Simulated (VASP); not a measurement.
# HfO2 (Fm-3m) in VASP: single point with PBE

Aim: the single point of HfO2 with PBE.

Program: VASP 6.6.1. These are calculated values, not measurements. Logs are shortened: lines on timing, memory, paths and dates and some standing lists are left out, and cuts for length are marked.

**1. The cell of the first run**

It takes space group Fm-3m (No. 225, cubic). The conventional cell has a = 5.098 Å, b = 5.098 Å, c = 5.098 Å, α = 90.00°, β = 90.00°, γ = 90.00°. Within 2.9 Å of Hf (site symmetry m-3m) lie 8 O at 2.21 Å. O (site symmetry -43m) has 4 Hf at 2.21 Å and 6 O at 2.55 Å within 2.9 Å.

**2. Single point, PBE, non-collinear spin, zero start, spin-orbit coupling**

Contents of INCAR:

```
PREC = Accurate
ENCUT = 520
EDIFF = 1E-6
ISMEAR = 0
SIGMA = 0.02
LREAL = False
LASPH = True
NELM = 150
ALGO = Normal
ISIF = 2
LWAVE = False
LCHARG = True
MAGMOM = 0 0 0 0 0 0 0 0 0
LORBIT = 11
LSORBIT = True
GGA_COMPAT = False
LORBMOM = True
LMAXMIX = 4
GGA = PE
LVHAR = True
NBANDS = 35
```

Contents of KPOINTS:

```
Automatic mesh
0
Gamma
  8 8 8
```

Contents of POSCAR:

```
HfO2
1.0
    0.0000000000      2.5488057644      2.5488057644
    2.5488057644      0.0000000000      2.5488057644
    2.5488057644      2.5488057644      0.0000000000
Hf O
1 2
Direct
    0.0000000000      0.0000000000      0.0000000000
    0.2500000000      0.2500000000      0.2500000000
    0.7500000000      0.7500000000      0.7500000000
```

Potentials or basis: VASP PAW PBE potentials, release 64 (Hf_pv, O).

On the command line:

```bash
$ cat potpaw_PBE.64/Hf_pv/POTCAR potpaw_PBE.64/O/POTCAR > POTCAR
$ mpirun -np 1 vasp_ncl > vasp.out
```

OUTCAR:

```text
PREC = Accurate
   ENCUT = 520
   EDIFF = 1E-6
   ISMEAR = 0
   LREAL = False
   LASPH = True
   NELM = 150
   ISIF = 2
   LORBIT = 11
   LSORBIT = True
   GGA = PE

 ion  position               nearest neighbor table
   1  0.000  0.000  0.000-   3 2.21   3 2.21   3 2.21   2 2.21   3 2.21   2 2.21   2 2.21   2 2.21

   2  0.250  0.250  0.250-   1 2.21   1 2.21   1 2.21   1 2.21
   3  0.750  0.750  0.750-   1 2.21   1 2.21   1 2.21   1 2.21

  LATTYP: Found a face centered cubic cell.
 ALAT       =     5.0976115288

  Lattice vectors:

 A1 = (   0.0000000000,   2.5488057644,   2.5488057644)
 A2 = (   2.5488057644,   0.0000000000,   2.5488057644)
 A3 = (   2.5488057644,   2.5488057644,   0.0000000000)

Analysis of symmetry for initial positions (statically):
=====================================================================
 Subroutine PRICEL returns:
 Original cell was already a primitive cell.

 Routine SETGRP: Setting up the symmetry group for a
 face centered cubic supercell.

 Subroutine GETGRP returns: Found 48 space group operations
 (whereof 48 operations were pure point group operations)
 out of a pool of 48 trial point group operations.

The static configuration has the point symmetry O_h .

Analysis of symmetry for dynamics (positions and initial velocities):
=====================================================================
 Subroutine PRICEL returns:
 Original cell was already a primitive cell.

 Routine SETGRP: Setting up the symmetry group for a
 face centered cubic supercell.

 Subroutine GETGRP returns: Found 48 space group operations
 (whereof 48 operations were pure point group operations)
 out of a pool of 48 trial point group operations.

The dynamic configuration has the point symmetry O_h .

Analysis of structural, dynamic, and magnetic symmetry:
=====================================================================
 Subroutine PRICEL returns:
 Original cell was already a primitive cell.

 Routine SETGRP: Setting up the symmetry group for a
 face centered cubic supercell.

 Subroutine GETGRP returns: Found 48 space group operations
 (whereof 48 operations were pure point group operations)
 out of a pool of 48 trial point group operations.

The overall configuration has the point symmetry O_h .

 Subroutine INISYM returns: Found 48 space group operations
 (whereof 48 operations are pure point group operations),
 and found     1 'primitive' translations

----------------------------------------------------------------------------------------

                                     Primitive cell

  volume of cell :      33.1162

  direct lattice vectors                    reciprocal lattice vectors
     0.000000000  2.548805764  2.548805764    -0.196170303  0.196170303  0.196170303
     2.548805764  0.000000000  2.548805764     0.196170303 -0.196170303  0.196170303
     2.548805764  2.548805764  0.000000000     0.196170303  0.196170303 -0.196170303

  length of vectors
     3.604555680  3.604555680  3.604555680     0.339776932  0.339776932  0.339776932

  position of ions in fractional coordinates (direct lattice)
     0.000000000  0.000000000  0.000000000
     0.250000000  0.250000000  0.250000000
     0.750000000  0.750000000  0.750000000

  ion indices of the primitive-cell ions
   primitive index   ion index
                 1           1
                 2           2
                 3           3

----------------------------------------------------------------------------------------

 KPOINTS: Automatic mesh

Automatic generation of k-mesh.
 Grid dimensions read from file:
 generate k-points for:    8    8    8

 Generating k-lattice:
[... 93 lines left out ...]
 Gauss-broadening in eV      SIGMA  =   0.02
  energy-cutoff  :      520.00
  volume of cell :       33.12
 maximum number of plane-waves:      1822
   NGX = 13   NGY = 13   NGZ = 13

 number of electron      21.9999989 magnetization       0.0000000      0.0000000      0.0000000

 number of electron      21.9999992 magnetization      -0.0000000      0.0000000     -0.0000000

 number of electron      21.9999992 magnetization       0.0000000     -0.0000000      0.0000000

 Free energy of the ion-electron system (eV)
  ---------------------------------------------------
  ext. energy  EPLUGINS =         0.00000000
  ---------------------------------------------------
  free energy    TOTEN  =       -30.86672179 eV

  energy without entropy =      -30.86672179  energy(sigma->0) =      -30.86672179

 E-fermi :   4.3286     XC(G=0): -11.7540

 val. band max:        4.1364645037   @ k =   0.5000   0.5000   0.0000
 cond. band min:       7.8760396560   @ k =   0.5000   0.5000   0.0000
 fundamental gap:      3.7395751523
 Fermi energy:         4.3286019698

 k-point     1 :       0.0000    0.0000    0.0000
  band No.  band energies     occupation
      1     -30.4478      1.00000
      2     -30.4478      1.00000
      3     -23.4096      1.00000
      4     -23.4096      1.00000
      5     -23.4096      1.00000
      6     -23.4096      1.00000
[... 877 lines left out ...]
     33      15.0304      0.00000
     34      15.0304      0.00000

 [... further k-points ...]

 [bands above 34 left out]

------------------------ aborting loop because EDIFF is reached ----------------------------------------

  FORCE on cell =-STRESS in cart. coord.  units (eV):
  Direction    XX          YY          ZZ          XY          YZ          ZX
  --------------------------------------------------------------------------------------
  -------------------------------------------------------------------------------------
  Total       -0.7223927     -0.7223927     -0.7223927      0.0000000      0.0000000      0.0000000
  in kB      -34.9497211    -34.9497211    -34.9497211      0.0000000      0.0000000      0.0000000
  external PRESSURE =     -34.9497211 kB  Pullay stress =       0.0000000 kB

 VOLUME and BASIS-vectors are now :
 -----------------------------------------------------------------------------
  energy-cutoff  :      520.00
  volume of cell :       33.12
      direct lattice vectors                 reciprocal lattice vectors
     0.000000000  2.548805764  2.548805764    -0.196170303  0.196170303  0.196170303
     2.548805764  0.000000000  2.548805764     0.196170303 -0.196170303  0.196170303
     2.548805764  2.548805764  0.000000000     0.196170303  0.196170303 -0.196170303

 POSITION                                       TOTAL-FORCE (eV/Angst)
 -----------------------------------------------------------------------------------
      0.00000      0.00000      0.00000        -0.000000      0.000000     -0.000000
      1.27440      1.27440      1.27440        -0.000000     -0.000000      0.000000
      3.82321      3.82321      3.82321         0.000000      0.000000     -0.000000
 -----------------------------------------------------------------------------------
    total drift:                                0.000000      0.000000      0.000000

  FREE ENERGIE OF THE ION-ELECTRON SYSTEM (eV)
  ---------------------------------------------------
  free  energy   TOTEN  =       -30.8667217908 eV

  energy  without entropy=      -30.8667217908  energy(sigma->0) =      -30.86672179

 orbital moment (x)

 # of ion     p       d       tot
 ----------------------------------------
  1         0.000   0.000   0.000
  2         0.000   0.000   0.000
  3         0.000   0.000   0.000
 ----------------------------------------
            0.000   0.000   0.000

 orbital moment (y)

 # of ion     p       d       tot
 ----------------------------------------
  1         0.000  -0.000  -0.000
  2         0.000   0.000   0.000
  3        -0.000   0.000  -0.000
 ----------------------------------------
            0.000  -0.000   0.000

 orbital moment (z)

 # of ion     p       d       tot
 ----------------------------------------
  1         0.000   0.000   0.000
  2         0.000   0.000   0.000
  3         0.000   0.000   0.000
 ----------------------------------------
            0.000   0.000   0.000

 Spin-Orbit-Coupling matrix elements

 Ion:    1  E_soc:     -1.2346948
 l=   1
     0.0000000    -0.2020479    -0.2020479
    -0.2020479     0.0000000    -0.2020479
    -0.2020479    -0.2020479     0.0000000
 l=   2
     0.0000000    -0.0009156     0.0000000    -0.0009156    -0.0028189
    -0.0009156     0.0000000    -0.0021142    -0.0009156    -0.0007047
     0.0000000    -0.0021142     0.0000000    -0.0021142     0.0000000
    -0.0009156    -0.0009156    -0.0021142     0.0000000    -0.0007047
    -0.0028189    -0.0007047     0.0000000    -0.0007047     0.0000000
 l=   3
     0.0000000     0.0000000     0.0000000     0.0000000     0.0000000     0.0000000     0.0000000
     0.0000000     0.0000000     0.0000000     0.0000000     0.0000000     0.0000000     0.0000000
     0.0000000     0.0000000     0.0000000     0.0000000     0.0000000     0.0000000     0.0000000
     0.0000000     0.0000000     0.0000000     0.0000000     0.0000000     0.0000000     0.0000000
[... 29 lines left out ...]
 l=   2
     0.0000000     0.0000000     0.0000000     0.0000000     0.0000000
     0.0000000     0.0000000     0.0000000     0.0000000     0.0000000
     0.0000000     0.0000000     0.0000000     0.0000000     0.0000000
     0.0000000     0.0000000     0.0000000     0.0000000     0.0000000
     0.0000000     0.0000000     0.0000000     0.0000000     0.0000000
 l=   3
     0.0000000     0.0000000     0.0000000     0.0000000     0.0000000     0.0000000     0.0000000
     0.0000000     0.0000000     0.0000000     0.0000000     0.0000000     0.0000000     0.0000000
     0.0000000     0.0000000     0.0000000     0.0000000     0.0000000     0.0000000     0.0000000
     0.0000000     0.0000000     0.0000000     0.0000000     0.0000000     0.0000000     0.0000000
     0.0000000     0.0000000     0.0000000     0.0000000     0.0000000     0.0000000     0.0000000
     0.0000000     0.0000000     0.0000000     0.0000000     0.0000000     0.0000000     0.0000000
     0.0000000     0.0000000     0.0000000     0.0000000     0.0000000     0.0000000     0.0000000

 total charge

# of ion       s       p       d       tot
------------------------------------------
    1        0.289   6.603   1.342   8.234
    2        1.561   3.542   0.000   5.103
    3        1.561   3.542   0.000   5.103
--------------------------------------------------
tot          3.410  13.687   1.342  18.440

 magnetization (x)

# of ion       s       p       d       tot
------------------------------------------
    1        0.000  -0.000  -0.000  -0.000
    2        0.000  -0.000   0.000  -0.000
    3        0.000   0.000   0.000   0.000
--------------------------------------------------
tot          0.000  -0.000  -0.000   0.000

 magnetization (y)

# of ion       s       p       d       tot
------------------------------------------
    1       -0.000   0.000  -0.000  -0.000
    2        0.000   0.000   0.000   0.000
    3        0.000   0.000   0.000   0.000
--------------------------------------------------
tot          0.000   0.000  -0.000   0.000

 magnetization (z)

# of ion       s       p       d       tot
------------------------------------------
    1       -0.000   0.000   0.000   0.000
    2        0.000  -0.000   0.000  -0.000
    3        0.000   0.000   0.000   0.000
--------------------------------------------------
tot          0.000   0.000   0.000   0.000
```

It took 54 s on 1 thread of AMD EPYC 9R45 (Zen 5), shared host; peak memory 0.24 GiB.

Results:

- Free energy: -30.8667 eV
- Pressure: -3.5 GPa
- Net moment: 0.00 μB per cell
- Valence electrons inside the program's atomic spheres: Hf 8.23; O 5.10

Moments on the atoms (μB; x, y, z):
```
Hf  0.00 0.00 0.00
O   0.00 0.00 0.00
O   0.00 0.00 0.00
```
